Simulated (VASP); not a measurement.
Wanted: the native input for a VASP 6.6.1 run.

```yaml
Task: single point
Functional: PBEsol
Potentials_or_basis: VASP PAW PBE potentials, release 64 (Al, N)
Cutoff: 520 eV
k_mesh: 1 × 1 × 1, shifted
Occupations: fermi-dirac, width 0.05 eV
Spin: no spin polarisation
Dipole_correction: no
Further_INCAR_settings: LREAL = Auto; ALGO = Normal; EDIFF = 1e-07; NBANDS = 161; ISYM = 0
```

The structure of AlN (a cell with a defect) lies in POSCAR:

```
AlN
1.0
    8.7554440000      0.0000000000      0.0000000000
    0.0000000000      8.7554440000      0.0000000000
    0.0000000000      0.0000000000      8.7554440000
Al N
31 31
Direct
    0.0004630000      0.0002220000      0.0008390000
    0.0027180000      0.0024730000      0.4985230000
    0.0027280000      0.4979140000      0.0030850000
    0.0033630000      0.4991350000      0.4997470000
    0.4981460000      0.0024570000      0.0030640000
    0.4993670000      0.0031480000      0.4997480000
    0.4993580000      0.4991290000      0.0037630000
    0.2504180000      0.2501690000      0.0005400000
    0.2551630000      0.2549320000      0.5020720000
    0.2471390000      0.7503520000      0.0048320000
    0.2513720000      0.7457500000      0.4965500000
    0.7505840000      0.2469080000      0.0048410000
    0.7459890000      0.2511070000      0.4965750000
    0.7487770000      0.7485420000      0.0022000000
    0.7712670000      0.7710660000      0.4741950000
    0.2504090000      0.9999470000      0.2507860000
    0.2471540000      0.0042100000      0.7509570000
    0.2551750000      0.5014450000      0.2555370000
    0.2513460000      0.4959510000      0.7463540000
    0.7505880000      0.0042140000      0.2475270000
    0.7487750000      0.0015920000      0.7491530000
    0.7459850000      0.4959730000      0.2517110000
    0.7713000000      0.4735700000      0.7717070000
    0.0001780000      0.2501730000      0.2507960000
    0.0044330000      0.2469030000      0.7509620000
    0.0044350000      0.7503620000      0.2475150000
    0.0018470000      0.7485360000      0.7491540000
    0.5016680000      0.2549170000      0.2555210000
    0.4962050000      0.2510940000      0.7463820000
    0.4961970000      0.7457610000      0.2517210000
    0.4737920000      0.7710470000      0.7716370000
    0.1247960000      0.1245510000      0.1251670000
    0.1237110000      0.1234880000      0.6244950000
    0.1237150000      0.6238890000      0.1240980000
    0.1243660000      0.6255180000      0.6261220000
    0.6241130000      0.1234560000      0.1240710000
    0.6257660000      0.1241120000      0.6261350000
    0.6257530000      0.6255270000      0.1247200000
    0.3746410000      0.3744080000      0.1250730000
    0.3661690000      0.3658920000      0.6373730000
    0.3755010000      0.8763330000      0.1229810000
    0.3733940000      0.8769740000      0.6243570000
    0.8765880000      0.3752780000      0.1229570000
    0.8771790000      0.3731590000      0.6243770000
    0.8746170000      0.8743790000      0.1247840000
    0.8732510000      0.8730060000      0.6263300000
    0.3746400000      0.1244740000      0.3750310000
    0.3755120000      0.1223460000      0.8769430000
    0.3661950000      0.6367260000      0.3665170000
    0.3733720000      0.6237590000      0.8775860000
    0.8765880000      0.1223460000      0.3758900000
    0.8746110000      0.1241750000      0.8749900000
    0.8771870000      0.6237750000      0.3737560000
    0.8732590000      0.6257230000      0.8736240000
    0.1247080000      0.3744200000      0.3750390000
    0.1225880000      0.3752660000      0.8769310000
    0.1226040000      0.8763340000      0.3758740000
    0.1244270000      0.8743730000      0.8749950000
    0.6370220000      0.3658520000      0.3664490000
    0.6239900000      0.3731440000      0.8775900000
    0.6239880000      0.8769700000      0.3737610000
    0.6259510000      0.8729870000      0.8735900000
```

These files were run (other wordings do the same):

INCAR

```
SYSTEM = AlN
ALGO = Normal ; EDIFF = 1E-7
ENCUT = 520 ; GGA = PS
ISIF = 2 ; ISMEAR = -1
ISYM = 0 ; LASPH = .True.
LCHARG = .False. ; LREAL = Auto
LWAVE = .False. ; NBANDS = 161
NELM = 80 ; PREC = Accurate
SIGMA = 0.05
```

KPOINTS

```
Automatic mesh
0
Gamma
  1 1 1
  0.25 0.25 0.25
```

Potentials or basis: VASP PAW PBE potentials, release 64 (Al, N).

Command:

```sh
$ cat potpaw_PBE.64/Al/POTCAR potpaw_PBE.64/N/POTCAR > POTCAR
$ mpirun -np 1 vasp_std > vasp.out
```

It gave:

* Pressure: 2.0 GPa
* Largest force: 0.058 eV/Å
* Band gap on the k mesh: 0.52 eV

Caveat: semilocal functionals underestimate gaps, and a narrow one can read as zero; the PAW data sets were made with another functional, which shifts forces and pressure a little.

It took 33 min on 1 thread of Intel Xeon 8259CL, on a shared host, peak memory 0.79 GiB.
